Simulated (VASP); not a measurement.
A run of VASP 6.6.1:

INCAR

```
SYSTEM = LaP
PREC     = Accurate       ! precision mode
ENCUT    = 500            ! plane-wave cutoff, eV
EDIFF    = 1E-6           ! SCF threshold, eV
ISMEAR   = 0              ! smearing method
SIGMA    = 0.1            ! smearing width, eV
LREAL    = .FALSE.        ! projectors in reciprocal space
LASPH    = .TRUE.         ! aspherical terms in the spheres
NELM     = 200            ! most SCF steps
ALGO     = Normal         ! electronic algorithm
ISIF     = 2              ! what is computed and relaxed
LWAVE    = .FALSE.        ! write WAVECAR
LCHARG   = .TRUE.         ! write CHGCAR
LELF     = .TRUE.         ! ELF
LVHAR    = .TRUE.       
NBANDS   = 15             ! bands
GGA_COMPAT= .FALSE.      
LMAXMIX  = 6              ! l up to which the mixer works
```

The input KPOINTS:

```
Automatic mesh
0
G
  12 12 12
  0 0 0
```

The input POSCAR:

```
LaP
1.0
    3.5625653295      0.0000000000      0.0000000000
    0.0000000000      3.5625653295      0.0000000000
    0.0000000000      0.0000000000      3.5625653295
La P
1 1
Direct
    0.0000000000      0.0000000000      0.0000000000
    0.5000000000      0.5000000000      0.5000000000
```

Potentials or basis: VASP PAW LDA potentials, release 64 (La, P).

The run is started by

```sh
$ cat potpaw_LDA.64/La/POTCAR potpaw_LDA.64/P/POTCAR > POTCAR
$ mpirun -np 1 vasp_std > vasp.out
```

Hardware: 1 thread of Intel Xeon 8259CL (shared host).

Q: Estimate the wall time of this run.

A: Wall time 85 s on 1 thread of Intel Xeon 8259CL, on a shared host, peak memory 0.2 GiB. Counts: scf iterations 11, k points 84.
